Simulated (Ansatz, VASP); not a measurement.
## WF6 in VASP and in Ansatz

```xyz
7
Lattice="6.3187 0.0000 0.0000 0.0000 6.3187 0.0000 0.0000 0.0000 25.6655" Properties=species:S:1:pos:R:3 pbc="T T T"
W     1.2507    1.2498   16.0080
F     0.1278    0.1263   14.8079
F     2.5038    2.5119   16.5034
F     1.6539   -0.2163   17.0922
F     0.5249    2.6652   14.7195
F    -0.2104    1.6614   17.0969
F     2.6691    0.5239   14.7230
```

Alike in both runs: task single point; functional PBE; dispersion D3(BJ); k mesh 3 × 3 × 1; occupations gaussian, width 0.1 eV; no spin polarisation.

```csv
,VASP,Ansatz
version,VASP 6.6.1,Ansatz 0.2.0
potentials or method,"VASP PAW PBE potentials, release 64 (W_sv, F), cutoff 520 eV","scalar-relativistic, plane waves, PAW"
valence electrons in the cell,56,56
```

Ansatz gave:

```
gap on the k mesh at the Fermi level (eV) : 3.23
rms of the force components (eV/Å)        : 2.106
```

Question: Estimate VASP's values.

Answer: gap on the k mesh at the Fermi level (eV): 3.21; rms of the force components (eV/Å): 2.101.

Atom by atom the forces differ by 0.183 eV/Å (rms over components).

Spin-orbit coupling is off throughout.
